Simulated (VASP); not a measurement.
Wanted: the native input for a VASP 6.6.1 run.

```
Task                   : single point
Functional             : PBE
Potentials or basis    : VASP PAW PBE potentials, release 64 (O, S, Mg)
Cutoff                 : 520 eV
k mesh                 : 8 × 8 × 8
Occupations            : gaussian, width 0.01 eV
Spin                   : no spin polarisation
Dipole correction      : no
Further INCAR settings : ALGO = Normal; EDIFF = 1e-07; NBANDS = 16
```

The structure of Mg2SO lies in POSCAR:

```
Mg2SO
1.0
    1.6699627494      0.9641534429      5.4974881941
   -1.6699627494      0.9641534429      5.4974881941
    0.0000000000     -1.9283068857      5.4974881941
O S Mg
1 1 2
Direct
    1.0000000000      0.0000000000      0.0000000000
    0.5000000000      0.5000000000      0.5000000000
    0.2616612352      0.2616612352      0.2616612352
    0.7383387648      0.7383387648      0.7383387648
```

The input as run:

INCAR

```
SYSTEM = Mg2SO
PREC = Accurate
ENCUT = 520
EDIFF = 1E-7
ISMEAR = 0
SIGMA = 0.01
LREAL = .False.
LASPH = .True.
NELM = 80
ALGO = Normal
ISIF = 2
LWAVE = .False.
LCHARG = .False.
GGA = PE
NBANDS = 16
```

KPOINTS

```
Automatic mesh
0
Gamma
  8 8 8
  0 0 0
```

Potentials or basis: VASP PAW PBE potentials, release 64 (O, S, Mg).

Run with:

```console
$ cat potpaw_PBE.64/O/POTCAR potpaw_PBE.64/S/POTCAR potpaw_PBE.64/Mg/POTCAR > POTCAR
$ mpirun -np 1 vasp_std > vasp.out
```

It gave:

| Property | Result |
| --- | --- |
| Pressure | 2.0 GPa |
| Largest force | 0.009 eV/Å |
| Band gap on the k mesh | 0.97 eV, direct |

It took 2.4 min on 1 thread of Intel(R) Xeon(R) Platinum 8259CL CPU @ 2.50GHz (Skylake/Cascade Lake), on a shared host, peak memory 0.34 GiB.
